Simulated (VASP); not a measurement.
# SnSe (Fm-3m) in VASP: a series of runs

SnSe is run at these levels: PBE; tasks: electric field gradients.

All numbers are computed with VASP 6.6.1; they aren't measurements. Logs are shortened: lines on timing, memory, paths and dates and some standing lists are left out, and cuts for length are marked.

## Step 1: The cell of the first run

Symmetry: Fm-3m, No. 225, cubic system. The conventional cell has a = 6.119 Å, b = 6.119 Å, c = 6.119 Å, α = 90.00°, β = 90.00°, γ = 90.00°. Sn (site symmetry m-3m) has 6 Se at 3.06 Å within 4.0 Å. Within 4.0 Å of Se (site symmetry m-3m) lie 6 Sn at 3.06 Å.

## Step 2: Electric field gradients, PBE (volume scaled by 1.05)

File INCAR:

```
PREC = Accurate ; ENCUT = 400
EDIFF = 1E-8 ; ISMEAR = -1
SIGMA = 0.01 ; LREAL = F
LASPH = T ; NELM = 120
ALGO = Normal ; ISIF = 2
LWAVE = F ; LCHARG = F
GGA = PE ; LEFG = T
NBANDS = 17 ; GGA_COMPAT = F
```

File KPOINTS:

```
regular mesh
0
Gamma
  7 7 7
```

File POSCAR:

```
SnSe
1.0
    0.0000000000      3.0593530340      3.0593530340
    3.0593530340      0.0000000000      3.0593530340
    3.0593530340      3.0593530340      0.0000000000
Sn Se
1 1
Direct
    0.0000000000      0.0000000000      0.0000000000
    0.5000000000      0.5000000000      0.5000000000
```

Potentials or basis: VASP PAW PBE potentials, release 64 (Sn_d, Se).

Run with:

```
> cat potpaw_PBE.64/Sn_d/POTCAR potpaw_PBE.64/Se/POTCAR > POTCAR
> mpirun -np 1 vasp_std > vasp.out
```

OUTCAR:

```text
PREC = Accurate
   ENCUT = 400
   EDIFF = 1E-8
   ISMEAR = -1
   LREAL = F
   LASPH = T
   NELM = 120
   ISIF = 2
   GGA = PE

 ion  position               nearest neighbor table
   1  0.000  0.000  0.000-   2 3.06   2 3.06   2 3.06   2 3.06   2 3.06   2 3.06
   2  0.500  0.500  0.500-   1 3.06   1 3.06   1 3.06   1 3.06   1 3.06   1 3.06

  LATTYP: Found a face centered cubic cell.
 ALAT       =     6.1187060680

  Lattice vectors:

 A1 = (   0.0000000000,   3.0593530340,   3.0593530340)
 A2 = (   3.0593530340,   0.0000000000,   3.0593530340)
 A3 = (   3.0593530340,   3.0593530340,   0.0000000000)

Analysis of symmetry for initial positions (statically):
=====================================================================
 Subroutine PRICEL returns:
 Original cell was already a primitive cell.

 Routine SETGRP: Setting up the symmetry group for a
 face centered cubic supercell.

 Subroutine GETGRP returns: Found 48 space group operations
 (whereof 48 operations were pure point group operations)
 out of a pool of 48 trial point group operations.

The static configuration has the point symmetry O_h .

Analysis of symmetry for dynamics (positions and initial velocities):
=====================================================================
 Subroutine PRICEL returns:
 Original cell was already a primitive cell.

 Routine SETGRP: Setting up the symmetry group for a
 face centered cubic supercell.

 Subroutine GETGRP returns: Found 48 space group operations
 (whereof 48 operations were pure point group operations)
 out of a pool of 48 trial point group operations.

The dynamic configuration has the point symmetry O_h .

 Subroutine INISYM returns: Found 48 space group operations
 (whereof 48 operations are pure point group operations),
 and found     1 'primitive' translations

----------------------------------------------------------------------------------------

                                     Primitive cell

  volume of cell :      57.2689

  direct lattice vectors                    reciprocal lattice vectors
     0.000000000  3.059353034  3.059353034    -0.163433247  0.163433247  0.163433247
     3.059353034  0.000000000  3.059353034     0.163433247 -0.163433247  0.163433247
     3.059353034  3.059353034  0.000000000     0.163433247  0.163433247 -0.163433247

  length of vectors
     4.326578553  4.326578553  4.326578553     0.283074687  0.283074687  0.283074687

  position of ions in fractional coordinates (direct lattice)
     0.000000000  0.000000000  0.000000000
     0.500000000  0.500000000  0.500000000

  ion indices of the primitive-cell ions
   primitive index   ion index
                 1           1
                 2           2

----------------------------------------------------------------------------------------

 KPOINTS: regular mesh

Automatic generation of k-mesh.
 Grid dimensions read from file:
 generate k-points for:    7    7    7

 Generating k-lattice:

  Cartesian coordinates                     Fractional coordinates (reciprocal lattice)
    -0.023347607  0.023347607  0.023347607     0.142857143  0.000000000  0.000000000
     0.023347607 -0.023347607  0.023347607     0.000000000  0.142857143  0.000000000
     0.023347607  0.023347607 -0.023347607     0.000000000  0.000000000  0.142857143

  Length of vectors
     0.040439241  0.040439241  0.040439241

  Shift w.r.t. Gamma in fractional coordinates (k-lattice)
     0.000000000  0.000000000  0.000000000

 Subroutine IBZKPT returns following result:
 ===========================================

 Found     20 irreducible k-points:

 Following reciprocal coordinates:
            Coordinates               Weight
  0.000000  0.000000  0.000000      1.000000
  0.142857  0.000000  0.000000      8.000000
  0.285714  0.000000  0.000000      8.000000
  0.428571  0.000000  0.000000      8.000000
  0.142857  0.142857  0.000000      6.000000
  0.285714  0.142857  0.000000     24.000000
[... 12 lines left out ...]
 -0.428571  0.428571  0.142857     24.000000
 -0.285714  0.428571  0.142857     24.000000
   k-points           NKPTS =     20   k-points in BZ     NKDIM =     20   number of bands    NBANDS=     17
   number of dos      NEDOS =    301   number of ions     NIONS =      2
   total plane-waves  NPLWV =  21952
   dimension x,y,z NGX =    28 NGY =   28 NGZ =   28
   dimension x,y,z NGXF=    56 NGYF=   56 NGZF=   56
   ions per type =               1   1
   NGX,Y,Z   is equivalent  to a cutoff of  10.76, 10.76, 10.76 a.u.
   NGXF,Y,Z  is equivalent  to a cutoff of  21.52, 21.52, 21.52 a.u.
 SYSTEM =  unknown system
   PREC   = accura    normal or accurate (medium, high low for compatibility)
   ISTART =      0    job   : 0-new  1-cont  2-samecut
   ICHARG =      2    charge: 1-file 2-atom 10-const
   ISPIN  =      1    spin polarized calculation?
   LNONCOLLINEAR =      F non collinear calculations
   LSORBIT =      F    spin-orbit coupling
   LASPH  =      T    aspherical Exc in radial PAW
   ENCUT  =  400.0 eV  29.40 Ry    5.42 a.u.   7.06  7.06  7.06*2*pi/ulx,y,z
   NELM   =    120;   NELMIN=  2; NELMDL= -5     # of ELM steps
   EDIFF  = 0.1E-07   stopping-criterion for ELM
   LREAL  =      F    real-space projection
   EDIFFG = 0.1E-06   stopping-criterion for IOM
   NSW    =      0    number of steps for IOM
   IBRION =     -1    ionic relax: 0-MD 1-quasi-New 2-CG
   NFREE  =      0    steps in history (QN), initial steepest desc. (CG)
   ISIF   =      2    stress and relaxation
   ISYM   =      2    0-nonsym 1-usesym 2-fastsym
   POTIM  = 0.5000    time-step for ionic-motion
   TEBEG  =    0.0;   TEEND  =   0.0 temperature during run
   PSTRESS=    0.0 pullay stress
   NELECT =      20.0000    total number of electrons
   NUPDOWN=      -1.0000    fix difference up-down
   EMIN   =  10.00;   EMAX   =-10.00  energy-range for DOS
   EFERMI =   0.00;   METHOD = LEGACY
   ISMEAR =    -1;   SIGMA  =   0.01  broadening in eV -4-tet -1-fermi 0-gaus
   EFERMI_NEDOS =   21; number of points for ismear=-14 and -15
   IALGO  =     38    algorithm
   IMIX   =      4    mixing-type and parameters
     AMIX     =   0.40;   BMIX     =  1.00
     AMIX_MAG =   1.60;   BMIX_MAG =  1.00
  volume/ion in A,a.u.               =      28.63       193.23
  Fermi-wavevector in a.u.,A,eV,Ry     =   1.152865  2.178600 18.083482  1.329098
  Thomas-Fermi vector in A             =   2.289513
   LORBIT       =      0    0 simple, 1 ext, 2 COOP (PROOUT), +10 PAW based schemes
   GGA     = PE    functional components
   LHFCALC =     F    Hartree Fock is set to
   AEXX    =    0.0000 exact exchange contribution
   IVDW    =     0    specifies the selected vdW correction
   LEPSILON=     F    determine dielectric tensor
   LRPA    =     F    only Hartree local field effects (RPA)
 non-spin polarized calculation
  energy-cutoff  :      400.00
  volume of cell :       57.27
 maximum number of plane-waves:      1051
   NGX = 15   NGY = 15   NGZ = 15

 number of electron      20.0000014 magnetization

 Free energy of the ion-electron system (eV)
  ---------------------------------------------------
  ext. energy  EPLUGINS =         0.00000000
  ---------------------------------------------------
  free energy    TOTEN  =        -8.21566072 eV

  energy without entropy =       -8.21566072  energy(sigma->0) =       -8.21566072

 E-fermi :   5.1625     XC(G=0):  -9.3783

 val. band max:        4.8753122018   @ k =   0.4286   0.0000   0.0000
 cond. band min:       5.7383764794   @ k =   0.4286   0.0000   0.0000
 fundamental gap:      0.8630642776
 Fermi energy:         5.1624981175

 k-point     1 :       0.0000    0.0000    0.0000
  band No.  band energies     occupation
      1     -16.5652      2.00000
      2     -16.5652      2.00000
      3     -16.5652      2.00000
      4     -16.5611      2.00000
      5     -16.5611      2.00000
      6      -8.4849      2.00000
[... 9 lines left out ...]
     16      10.9834      0.00000
     17      13.1624      0.00000

 k-point     2 :       0.1429    0.0000    0.0000
  band No.  band energies     occupation
      1     -16.5647      2.00000
      2     -16.5644      2.00000
      3     -16.5644      2.00000
      4     -16.5611      2.00000
      5     -16.5611      2.00000
      6      -8.3566      2.00000
[... 9 lines left out ...]
     16      11.4324      0.00000
     17      14.3624      0.00000
[... 341 lines left out ...]
 k-point    20 :      -0.2857    0.4286    0.1429
  band No.  band energies     occupation
      1     -16.5753      2.00000
      2     -16.5625      2.00000
      3     -16.5600      2.00000
      4     -16.5586      2.00000
      5     -16.5518      2.00000
      6      -7.4165      2.00000
[... 9 lines left out ...]
     16      16.4368      0.00000
     17      16.4578      0.00000

------------------------ aborting loop because EDIFF is reached ----------------------------------------

  FORCE on cell =-STRESS in cart. coord.  units (eV):
  Direction    XX          YY          ZZ          XY          YZ          ZX
  --------------------------------------------------------------------------------------
  -------------------------------------------------------------------------------------
  Total       -0.4929819     -0.4929819     -0.4929819      0.0000000      0.0000000      0.0000000
  in kB      -13.7918572    -13.7918572    -13.7918572      0.0000000      0.0000000      0.0000000
  external PRESSURE =     -13.7918572 kB  Pullay stress =       0.0000000 kB

 VOLUME and BASIS-vectors are now :
 -----------------------------------------------------------------------------
  energy-cutoff  :      400.00
  volume of cell :       57.27
      direct lattice vectors                 reciprocal lattice vectors
     0.000000000  3.059353034  3.059353034    -0.163433247  0.163433247  0.163433247
     3.059353034  0.000000000  3.059353034     0.163433247 -0.163433247  0.163433247
     3.059353034  3.059353034  0.000000000     0.163433247  0.163433247 -0.163433247

 POSITION                                       TOTAL-FORCE (eV/Angst)
 -----------------------------------------------------------------------------------
      0.00000      0.00000      0.00000         0.000000      0.000000      0.000000
      3.05935      3.05935      3.05935         0.000000      0.000000     -0.000000
 -----------------------------------------------------------------------------------
    total drift:                               -0.000000      0.000000      0.000000

  FREE ENERGIE OF THE ION-ELECTRON SYSTEM (eV)
  ---------------------------------------------------
  free  energy   TOTEN  =        -8.2156607223 eV

  energy  without entropy=       -8.2156607223  energy(sigma->0) =       -8.21566072

 Electric field gradients (V/A^2)
---------------------------------------------------------------------
 ion       V_xx      V_yy      V_zz      V_xy      V_xz      V_yz
---------------------------------------------------------------------
   1      -0.000    -0.000    -0.000    -0.001    -0.001    -0.001
   2       0.000    -0.000     0.000     0.000     0.000     0.000
---------------------------------------------------------------------

 Electric field gradients after diagonalization (V/A^2)
 (convention: |V_zz| > |V_xx| > |V_yy|)
----------------------------------------------------------------------
 ion       V_xx      V_yy      V_zz     asymmetry (V_yy - V_xx)/ V_zz
----------------------------------------------------------------------
   1       0.001     0.001    -0.001       0.000
   2      -0.000    -0.000     0.000       0.000
----------------------------------------------------------------------

           NMR quadrupolar parameters

 Cq : quadrupolar parameter    Cq=e*Q*V_zz/h
 eta: asymmetry parameters     (V_yy - V_xx)/ V_zz
 Q  : nuclear electric quadrupole moment in mb (millibarn)
----------------------------------------------------------------------
 ion       Cq(MHz)       eta       Q (mb)
----------------------------------------------------------------------
   1      -0.000       0.000       1.000
   2       0.000       0.000       1.000
----------------------------------------------------------------------
```

Run time: 8.1 s. Hardware: 1 thread of Intel Xeon 6975P-C (Granite Rapids), shared host; peak memory 0.15 GiB.

Results:

- Free energy: -8.2157 eV
- Pressure: -1.4 GPa

Caveat: this odd mesh misses L, where the gap lies, so gap, dielectric constants and Born charges aren't listed; without QUAD_EFG the Cq values of the log hold for a quadrupole moment of 1 mb, not for the nuclei; spin-orbit coupling is left out, which moves the levels of the heavy elements.

## Step 3: Electric field gradients, PBE (volume scaled by 1.05)

File INCAR:

```
SYSTEM = SnSe
PREC     = Accurate       ! precision mode
ENCUT    = 400            ! plane-wave cutoff, eV
EDIFF    = 1E-8           ! SCF threshold, eV
ISMEAR   = -1             ! smearing method
SIGMA    = 0.01           ! smearing width, eV
LREAL    = .FALSE.        ! projectors in reciprocal space
LASPH    = .TRUE.         ! aspherical terms in the spheres
NELM     = 120            ! most SCF steps
ALGO     = Normal         ! electronic algorithm
ISIF     = 2              ! what is computed and relaxed
LWAVE    = .FALSE.        ! write WAVECAR
LCHARG   = .FALSE.        ! write CHGCAR
GGA      = PE             ! functional
LEFG     = .TRUE.       
NBANDS   = 17             ! bands
GGA_COMPAT= .FALSE.
```

File KPOINTS:

```
Automatic mesh
0
G
  7 7 7
  0 0 0
```

POSCAR is that of step 2.

Potentials or basis: VASP PAW PBE potentials, release 64 (Sn_d, Se).

Run with:

```
> cat potpaw_PBE.64/Sn_d/POTCAR potpaw_PBE.64/Se/POTCAR > POTCAR
> mpirun -np 1 vasp_std > vasp.out
```

OUTCAR:

```text
SYSTEM = SnSe
   PREC = Accurate
   ENCUT = 400
   EDIFF = 1E-8
   ISMEAR = -1
   LREAL = .FALSE.
   LASPH = .TRUE.
   NELM = 120
   ISIF = 2
   GGA = PE

 ion  position               nearest neighbor table
   1  0.000  0.000  0.000-   2 3.06   2 3.06   2 3.06   2 3.06   2 3.06   2 3.06
   2  0.500  0.500  0.500-   1 3.06   1 3.06   1 3.06   1 3.06   1 3.06   1 3.06

  LATTYP: Found a face centered cubic cell.
 ALAT       =     6.1187060680

  Lattice vectors:

 A1 = (   0.0000000000,   3.0593530340,   3.0593530340)
 A2 = (   3.0593530340,   0.0000000000,   3.0593530340)
 A3 = (   3.0593530340,   3.0593530340,   0.0000000000)

Analysis of symmetry for initial positions (statically):
=====================================================================
 Subroutine PRICEL returns:
 Original cell was already a primitive cell.

 Routine SETGRP: Setting up the symmetry group for a
 face centered cubic supercell.

[... 581 lines left out ...]
      direct lattice vectors                 reciprocal lattice vectors
     0.000000000  3.059353034  3.059353034    -0.163433247  0.163433247  0.163433247
     3.059353034  0.000000000  3.059353034     0.163433247 -0.163433247  0.163433247
     3.059353034  3.059353034  0.000000000     0.163433247  0.163433247 -0.163433247

 POSITION                                       TOTAL-FORCE (eV/Angst)
 -----------------------------------------------------------------------------------
      0.00000      0.00000      0.00000         0.000000      0.000000      0.000000
      3.05935      3.05935      3.05935         0.000000      0.000000     -0.000000
 -----------------------------------------------------------------------------------
    total drift:                               -0.000000      0.000000      0.000000

  FREE ENERGIE OF THE ION-ELECTRON SYSTEM (eV)
  ---------------------------------------------------
  free  energy   TOTEN  =        -8.2156607223 eV

  energy  without entropy=       -8.2156607223  energy(sigma->0) =       -8.21566072

 Electric field gradients (V/A^2)
---------------------------------------------------------------------
 ion       V_xx      V_yy      V_zz      V_xy      V_xz      V_yz
---------------------------------------------------------------------
   1      -0.000    -0.000    -0.000    -0.001    -0.001    -0.001
   2       0.000    -0.000     0.000     0.000     0.000     0.000
---------------------------------------------------------------------

 Electric field gradients after diagonalization (V/A^2)
 (convention: |V_zz| > |V_xx| > |V_yy|)
----------------------------------------------------------------------
 ion       V_xx      V_yy      V_zz     asymmetry (V_yy - V_xx)/ V_zz
----------------------------------------------------------------------
   1       0.001     0.001    -0.001       0.000
   2      -0.000    -0.000     0.000       0.000
----------------------------------------------------------------------

           NMR quadrupolar parameters

 Cq : quadrupolar parameter    Cq=e*Q*V_zz/h
 eta: asymmetry parameters     (V_yy - V_xx)/ V_zz
 Q  : nuclear electric quadrupole moment in mb (millibarn)
----------------------------------------------------------------------
 ion       Cq(MHz)       eta       Q (mb)
----------------------------------------------------------------------
   1      -0.000       0.000       1.000
   2       0.000       0.000       1.000
----------------------------------------------------------------------
```

stdout:

```text
POSCAR found type information on POSCAR SnSe
 POSCAR found :  2 types and       2 ions
 scaLAPACK will be used
 LDA part: xc-table for (Slater+PW92), standard interpolation
 POSCAR, INCAR and KPOINTS ok, starting setup
 FFT: planning ... GRIDC
 FFT: planning ... GRID_SOFT
 FFT: planning ... GRID
 WAVECAR not read
 entering main loop
ion   1

ion   2
```

It took 8.8 s on 1 thread of Intel Xeon 6975P-C (Granite Rapids), shared host; peak memory 0.15 GiB.

Results:

* Free energy: -8.2157 eV
* Pressure: -1.4 GPa

Caveat: this odd mesh misses L, where the gap lies, so gap, dielectric constants and Born charges aren't listed; without QUAD_EFG the Cq values of the log hold for a quadrupole moment of 1 mb, not for the nuclei; spin-orbit coupling is left out, which moves the levels of the heavy elements.
